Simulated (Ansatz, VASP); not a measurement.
# Two plane-wave programs on NaF

POSCAR

```
NaF
1.0
    3.8680668589      0.0000000000      0.0000000000
   -1.9340334295      3.3498441634      0.0000000000
    0.0000000000      0.0000000000      4.5514117001
Na F
2 2
Direct
    0.3333333333      0.6666666667      0.2500000000
    0.6666666667      0.3333333333      0.7500000000
    0.6666666667      0.3333333333      0.2500000000
    0.3333333333      0.6666666667      0.7500000000
```

Contents of INCAR.step1:

```
SYSTEM = NaF
PREC = Accurate
ENCUT = 520
ISMEAR = 0
SIGMA = 0.01
LREAL = .False.
LASPH = .True.
NELM = 100
NBANDS = 22
GGA = PE
ALGO = Normal
EDIFF = 1E-4
LWAVE = .True.
LCHARG = .False.
```

INCAR.step2

```
SYSTEM = NaF
PREC = Accurate
ENCUT = 520
EDIFF = 1E-7
ISMEAR = 0
SIGMA = 0.01
LREAL = .False.
LASPH = .True.
NELM = 100
ALGO = Normal
ISIF = 2
LWAVE = .False.
LCHARG = .True.
METAGGA = R2SCAN
LMIXTAU = .True.
LELF = .True.
LVHAR = .True.
NBANDS = 22
ISTART = 1
```

KPOINTS

```
regular mesh
0
Gamma
  6 6 4
  0 0 0
```

Input for Ansatz:

```yaml
crystal:
  lattice:
    - [3.8680668589, 0.0, 0.0]
    - [-1.9340334295, 3.3498441634, 0.0]
    - [0.0, 0.0, 4.5514117001]
  atoms:
    - { symbol: Na, position: [0.3333333333, 0.6666666667, 0.25] }
    - { symbol: Na, position: [0.6666666667, 0.3333333333, 0.75] }
    - { symbol: F, position: [0.6666666667, 0.3333333333, 0.25] }
    - { symbol: F, position: [0.3333333333, 0.6666666667, 0.75] }
kpoints:
  mp_grid: { grid: [6, 6, 4] }
hamiltonian:
  xc: r2scan
scf:
  occupations: { method: fixed }
output:
  optics:
    e_range: [0, 21]
    de: 0.05
    sigma: 0.1
    bands: { spectra_wanted_up_to: 21 }
```

Alike in both runs: task single point; functional r2SCAN; k mesh 6 × 6 × 4; no spin polarisation.

```csv
,VASP,Ansatz
version,VASP 6.6.1,Ansatz 0.2.0
potentials or method,"VASP PAW PBE potentials, release 64 (Na_pv, F)","plane waves, PAW"
plane-wave cutoff (eV),520,500
occupations,"gaussian, width 0.01 eV",fixed
valence electrons in the cell,28,32
```

VASP gave:

- gap on the k mesh at the Fermi level (eV): 6.35

What did Ansatz give for the same quantities?

gap on the k mesh at the Fermi level (eV): 6.34.

VASP's potentials were made for PBE, not for r2SCAN. VASP's potentials hold 28 valence electrons a cell and Ansatz's 32, so a difference there can come from the potentials and not from the codes.
